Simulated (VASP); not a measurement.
# N (Cmce) in VASP: single point with PBE

Aim: the single point of N with PBE.

Program: VASP 6.6.1. These are calculated values, not measurements. Logs are shortened: lines on timing, memory, paths and dates and some standing lists are left out, and cuts for length are marked.

## (1) The cell of the first run

The structure is orthorhombic, space group Cmce (No. 64). Conventional cell: a = 2.666 Å, b = 8.599 Å, c = 3.767 Å, α = 90.00°, β = 90.00°, γ = 90.00°. Within 2.4 Å of N (site symmetry m) lie 3 N at 1.78 to 1.79 Å.

## (2) Single point, PBE (P replaced by N, lengths x 0.798, strained)

INCAR

```
ALGO = Normal
EDIFF = 1E-7
ENCUT = 520
GGA = PE
ISIF = 2
ISMEAR = 0
LASPH = True
LCHARG = False
LREAL = False
LWAVE = False
NBANDS = 18
NELM = 60
PREC = Accurate
SIGMA = 0.02
```

KPOINTS

```
k-points
0
Gamma
  10 10 8
```

POSCAR

```
N
1.0
    1.3329928369     -4.2995507944      0.0000000000
    1.3329928369      4.2995507944      0.0000000000
    0.0000000000      0.0000000000      3.7671580957
N
4
Direct
    0.0954651275      0.9045348725      0.9068398994
    0.5954651275      0.4045348725      0.5931601006
    0.9045348725      0.0954651275      0.0931601006
    0.4045348725      0.5954651275      0.4068398994
```

Potentials or basis: VASP PAW PBE potentials, release 64 (N).

Command:

```console
> cat potpaw_PBE.64/N/POTCAR > POTCAR
> mpirun -np 1 vasp_std > vasp.out
```

OUTCAR:

```text
EDIFF = 1E-7
   ENCUT = 520
   GGA = PE
   ISIF = 2
   ISMEAR = 0
   LASPH = True
   LREAL = False
   NELM = 60
   PREC = Accurate

 ion  position               nearest neighbor table
   1  0.095  0.905  0.907-
   2  0.595  0.405  0.593-
   3  0.905  0.095  0.093-
   4  0.405  0.595  0.407-

  LATTYP: Found a base centered orthorhombic cell.
 ALAT       =     2.6659856738
 B/A-ratio  =     3.2254867959
 C/A-ratio  =     1.4130451385

  Lattice vectors:

 A1 = (   1.3329928369,  -4.2995507944,   0.0000000000)
 A2 = (   1.3329928369,   4.2995507944,   0.0000000000)
 A3 = (   0.0000000000,   0.0000000000,   3.7671580957)

Analysis of symmetry for initial positions (statically):
=====================================================================
 Subroutine PRICEL returns:
 Original cell was already a primitive cell.

 Routine SETGRP: Setting up the symmetry group for a
 base centered orthorhombic supercell.

 Subroutine GETGRP returns: Found  8 space group operations
 (whereof  4 operations were pure point group operations)
 out of a pool of  8 trial point group operations.

The static configuration has the point symmetry C_2h.
 The point group associated with its full space group is D_2h.

Analysis of symmetry for dynamics (positions and initial velocities):
=====================================================================
 Subroutine PRICEL returns:
 Original cell was already a primitive cell.

 Routine SETGRP: Setting up the symmetry group for a
 base centered orthorhombic supercell.

 Subroutine GETGRP returns: Found  8 space group operations
 (whereof  4 operations were pure point group operations)
 out of a pool of  8 trial point group operations.

The dynamic configuration has the point symmetry C_2h.
 The point group associated with its full space group is D_2h.

 Subroutine INISYM returns: Found  8 space group operations
 (whereof  4 operations are pure point group operations),
 and found     1 'primitive' translations

----------------------------------------------------------------------------------------

                                     Primitive cell

  volume of cell :      43.1812

  direct lattice vectors                    reciprocal lattice vectors
     1.332992837 -4.299550794  0.000000000     0.375095789 -0.116291218  0.000000000
     1.332992837  4.299550794  0.000000000     0.375095789  0.116291218  0.000000000
     0.000000000  0.000000000  3.767158096     0.000000000  0.000000000  0.265452093

  length of vectors
     4.501444983  4.501444983  3.767158096     0.392709178  0.392709178  0.265452093

  position of ions in fractional coordinates (direct lattice)
     0.095465127  0.904534873  0.906839899
     0.595465127  0.404534873  0.593160101
     0.904534873  0.095465127  0.093160101
     0.404534873  0.595465127  0.406839899

  ion indices of the primitive-cell ions
   primitive index   ion index
                 1           1
                 2           2
                 3           3
                 4           4

----------------------------------------------------------------------------------------

 KPOINTS: k-points

Automatic generation of k-mesh.
 Grid dimensions read from file:
 generate k-points for:   10   10    8

 Generating k-lattice:

  Cartesian coordinates                     Fractional coordinates (reciprocal lattice)
     0.037509579 -0.011629122  0.000000000     0.100000000  0.000000000  0.000000000
     0.037509579  0.011629122  0.000000000     0.000000000  0.100000000  0.000000000
     0.000000000  0.000000000  0.033181512     0.000000000  0.000000000  0.125000000

  Length of vectors
     0.039270918  0.039270918  0.033181512

  Shift w.r.t. Gamma in fractional coordinates (k-lattice)
     0.000000000  0.000000000  0.000000000

 Subroutine IBZKPT returns following result:
 ===========================================

 Found    155 irreducible k-points:

 Following reciprocal coordinates:
            Coordinates               Weight
  0.000000  0.000000  0.000000      1.000000
  0.100000 -0.000000  0.000000      4.000000
  0.200000 -0.000000  0.000000      4.000000
  0.300000  0.000000  0.000000      4.000000
  0.400000 -0.000000  0.000000      4.000000
  0.500000 -0.000000  0.000000      2.000000
[... 16 lines left out ...]
  0.300000  0.300000  0.000000      2.000000
  0.400000  0.300000  0.000000      4.000000
 [... further k-points ...]
   k-points           NKPTS =    155   k-points in BZ     NKDIM =    155   number of bands    NBANDS=     18
   number of dos      NEDOS =    301   number of ions     NIONS =      4
   total plane-waves  NPLWV =  36288
   dimension x,y,z NGX =    36 NGY =   36 NGZ =   28
   dimension x,y,z NGXF=    72 NGYF=   72 NGZF=   56
   ions per type =               4
   NGX,Y,Z   is equivalent  to a cutoff of  13.30, 13.30, 12.36 a.u.
   NGXF,Y,Z  is equivalent  to a cutoff of  26.59, 26.59, 24.71 a.u.
 SYSTEM =  unknown system
   PREC   = accura    normal or accurate (medium, high low for compatibility)
   ISTART =      0    job   : 0-new  1-cont  2-samecut
   ICHARG =      2    charge: 1-file 2-atom 10-const
   ISPIN  =      1    spin polarized calculation?
   LNONCOLLINEAR =      F non collinear calculations
   LSORBIT =      F    spin-orbit coupling
   LASPH  =      T    aspherical Exc in radial PAW
   ENCUT  =  520.0 eV  38.22 Ry    6.18 a.u.   8.37  8.37  7.00*2*pi/ulx,y,z
   NELM   =     60;   NELMIN=  2; NELMDL= -5     # of ELM steps
   EDIFF  = 0.1E-06   stopping-criterion for ELM
   LREAL  =      F    real-space projection
   EDIFFG = 0.1E-05   stopping-criterion for IOM
   NSW    =      0    number of steps for IOM
   IBRION =     -1    ionic relax: 0-MD 1-quasi-New 2-CG
   NFREE  =      0    steps in history (QN), initial steepest desc. (CG)
   ISIF   =      2    stress and relaxation
   ISYM   =      2    0-nonsym 1-usesym 2-fastsym
   POTIM  = 0.5000    time-step for ionic-motion
   TEBEG  =    0.0;   TEEND  =   0.0 temperature during run
   PSTRESS=    0.0 pullay stress
   NELECT =      20.0000    total number of electrons
   NUPDOWN=      -1.0000    fix difference up-down
   EMIN   =  10.00;   EMAX   =-10.00  energy-range for DOS
   EFERMI =   0.00;   METHOD = LEGACY
   ISMEAR =     0;   SIGMA  =   0.02  broadening in eV -4-tet -1-fermi 0-gaus
   EFERMI_NEDOS =   21; number of points for ismear=-14 and -15
   IALGO  =     38    algorithm
   IMIX   =      4    mixing-type and parameters
     AMIX     =   0.40;   BMIX     =  1.00
     AMIX_MAG =   1.60;   BMIX_MAG =  1.00
  volume/ion in A,a.u.               =      10.80        72.85
  Fermi-wavevector in a.u.,A,eV,Ry     =   1.266640  2.393603 21.828878  1.604377
  Thomas-Fermi vector in A             =   2.399830
   LORBIT       =      0    0 simple, 1 ext, 2 COOP (PROOUT), +10 PAW based schemes
   GGA     = PE    functional components
   LHFCALC =     F    Hartree Fock is set to
   AEXX    =    0.0000 exact exchange contribution
   IVDW    =     0    specifies the selected vdW correction
   LEPSILON=     F    determine dielectric tensor
   LRPA    =     F    only Hartree local field effects (RPA)
 non-spin polarized calculation
 Gauss-broadening in eV      SIGMA  =   0.02
  energy-cutoff  :      520.00
  volume of cell :       43.18
 maximum number of plane-waves:      1188
 NGX is ok and might be reduce to    36
   NGX = 17   NGY = 17   NGZ = 15

 number of electron      20.0000000 magnetization

 Free energy of the ion-electron system (eV)
  ---------------------------------------------------
  ext. energy  EPLUGINS =         0.00000000
  ---------------------------------------------------
  free energy    TOTEN  =       -23.47383928 eV

  energy without entropy =      -23.47383928  energy(sigma->0) =      -23.47383928

 E-fermi :   1.5784     XC(G=0): -10.0811

 val. band max:        1.4606122154   @ k =   0.5000   0.5000   0.0000
 cond. band min:       2.8050560294   @ k =   0.0000   0.0000   0.3750
 fundamental gap:      1.3444438139
 Fermi energy:         1.5783692980

 k-point     1 :       0.0000    0.0000    0.0000
  band No.  band energies     occupation
      1     -17.6630      2.00000
      2     -14.1751      2.00000
      3     -10.8343      2.00000
      4      -5.6093      2.00000
      5      -4.9543      2.00000
      6      -2.4731      2.00000
[... 10 lines left out ...]
     17      13.7414      0.00000
     18      16.8037      0.00000

 k-point     2 :       0.1000   -0.0000    0.0000
  band No.  band energies     occupation
      1     -17.5085      2.00000
      2     -14.0323      2.00000
      3     -10.9112      2.00000
      4      -5.8474      2.00000
      5      -4.8385      2.00000
      6      -2.8692      2.00000
[... 10 lines left out ...]
     17      13.9494      0.00000
     18      16.9209      0.00000

 k-point     3 :       0.2000   -0.0000    0.0000
  band No.  band energies     occupation
      1     -17.0509      2.00000
      2     -13.6060      2.00000
      3     -11.2182      2.00000
      4      -6.6314      2.00000
      5      -4.5196      2.00000
      6      -3.7906      2.00000
[... 10 lines left out ...]
     17      14.4515      0.00000
     18      16.6320      0.00000

 k-point     4 :       0.3000    0.0000    0.0000
  band No.  band energies     occupation
      1     -16.3089      2.00000
      2     -12.9014      2.00000
      3     -11.9005      2.00000
      4      -7.8952      2.00000
      5      -4.3699      2.00000
      6      -4.1115      2.00000
[... 10 lines left out ...]
     17      15.0667      0.00000
     18      16.6619      0.00000

 k-point     5 :       0.4000   -0.0000    0.0000
  band No.  band energies     occupation
      1     -15.3209      2.00000
      2     -12.9484      2.00000
      3     -11.9319      2.00000
      4      -9.3393      2.00000
      5      -4.3885      2.00000
      6      -3.8855      2.00000
[... 10 lines left out ...]
     17      15.7269      0.00000
     18      16.9189      0.00000

 k-point     6 :       0.5000   -0.0000    0.0000
  band No.  band energies     occupation
      1     -14.1576      2.00000
      2     -14.1576      2.00000
      3     -10.7253      2.00000
      4     -10.7253      2.00000
      5      -4.0754      2.00000
      6      -4.0754      2.00000
[... 10 lines left out ...]
     17      16.4115      0.00000
     18      16.4115      0.00000

 k-point     7 :       0.1000    0.1000    0.0000
  band No.  band energies     occupation
      1     -17.0664      2.00000
      2     -13.5719      2.00000
      3     -11.2217      2.00000
      4      -6.6238      2.00000
      5      -4.5590      2.00000
      6      -3.7856      2.00000
[... 10 lines left out ...]
     17      14.4240      0.00000
     18      16.6425      0.00000

 k-point     8 :       0.2000    0.1000    0.0000
  band No.  band energies     occupation
      1     -16.3373      2.00000
      2     -12.8390      2.00000
      3     -11.8957      2.00000
      4      -7.9170      2.00000
      5      -4.3640      2.00000
      6      -4.1787      2.00000
[... 10 lines left out ...]
     17      15.0077      0.00000
     18      16.6545      0.00000
[... 229 lines left out ...]
     17      15.2993      0.00000
     18      16.6289      0.00000

 k-point    20 :      -0.4000    0.2000    0.0000
  band No.  band energies     occupation
      1     -16.9544      2.00000
      2     -13.8078      2.00000
      3     -11.1973      2.00000
      4      -6.6743      2.00000
      5      -4.2382      2.00000
      6      -3.8310      2.00000
[... 10 lines left out ...]
     17      14.6460      0.00000
     18      16.1245      0.00000

 k-point    21 :      -0.3000    0.2000    0.0000
  band No.  band energies     occupation
      1     -17.4257      2.00000
      2     -14.2070      2.00000
      3     -10.8733      2.00000
      4      -5.9922      2.00000
      5      -4.6034      2.00000
      6      -2.9155      2.00000
[... 10 lines left out ...]
     17      14.1278      0.00000
     18      15.7983      0.00000

 k-point    22 :      -0.2000    0.2000    0.0000
  band No.  band energies     occupation
      1     -17.6033      2.00000
      2     -14.3023      2.00000
      3     -10.8022      2.00000
      4      -5.7477      2.00000
      5      -4.7919      2.00000
      6      -2.7103      2.00000
[... 10 lines left out ...]
     17      13.8734      0.00000
     18      15.9028      0.00000

 k-point    23 :       0.3000    0.3000    0.0000
  band No.  band energies     occupation
      1     -15.2196      2.00000
      2     -13.0029      2.00000
      3     -12.1470      2.00000
      4      -9.1848      2.00000
      5      -4.4233      2.00000
      6      -3.7099      2.00000
[... 10 lines left out ...]
     17      16.0863      0.00000
     18      16.6491      0.00000

 k-point    24 :       0.4000    0.3000    0.0000
  band No.  band energies     occupation
      1     -16.1787      2.00000
      2     -13.1713      2.00000
      3     -11.9206      2.00000
      4      -7.7978      2.00000
      5      -4.4120      2.00000
      6      -3.7475      2.00000
[... 10 lines left out ...]
     17      15.3869      0.00000
     18      16.5020      0.00000

 [... further k-points ...]
[... 5 lines left out ...]
  --------------------------------------------------------------------------------------
  -------------------------------------------------------------------------------------
  Total      -12.8437550     -6.6979538    -11.2645372      0.0000000      0.0000000      0.0000000
  in kB     -476.5493198   -248.5180792   -417.9546797      0.0000000      0.0000000      0.0000000
  external PRESSURE =    -381.0073596 kB  Pullay stress =       0.0000000 kB

 VOLUME and BASIS-vectors are now :
 -----------------------------------------------------------------------------
  energy-cutoff  :      520.00
  volume of cell :       43.18
      direct lattice vectors                 reciprocal lattice vectors
     1.332992837 -4.299550794  0.000000000     0.375095789 -0.116291218  0.000000000
     1.332992837  4.299550794  0.000000000     0.375095789  0.116291218  0.000000000
     0.000000000  0.000000000  3.767158096     0.000000000  0.000000000  0.265452093

 POSITION                                       TOTAL-FORCE (eV/Angst)
 -----------------------------------------------------------------------------------
      1.33299      3.47864      3.41621         0.000000      2.347071     -2.741597
      1.33299     -0.82091      2.23453         0.000000      2.347071      2.741597
      1.33299     -3.47864      0.35095         0.000000     -2.347071      2.741597
      1.33299      0.82091      1.53263         0.000000     -2.347071     -2.741597
 -----------------------------------------------------------------------------------
    total drift:                               -0.000000      0.000000     -0.000000

  FREE ENERGIE OF THE ION-ELECTRON SYSTEM (eV)
  ---------------------------------------------------
  free  energy   TOTEN  =       -23.4738392812 eV

  energy  without entropy=      -23.4738392812  energy(sigma->0) =      -23.47383928
```

Wall time 2.5 min (1 thread of AMD EPYC 7R43 (Zen 3), shared host); peak memory 0.18 GiB.

What came out:

| Item | Value |
| --- | --- |
| Free energy | -23.4738 eV |
| Pressure | -38.1 GPa |
| Largest force | 3.609 eV/Å |
| Band gap on the k mesh | 1.34 eV, indirect (least direct gap 1.63 eV) |

Forces on the atoms (eV/Å):
```
N    0.000  2.347 -2.742
N    0.000  2.347  2.742
N    0.000 -2.347  2.742
N    0.000 -2.347 -2.742
```

Caveat: the cell differs from its parent crystal (P replaced by N, lengths x 0.798, strained); forces of over 1 eV/Å act on the atoms, so gaps and moduli don't describe the material at rest.
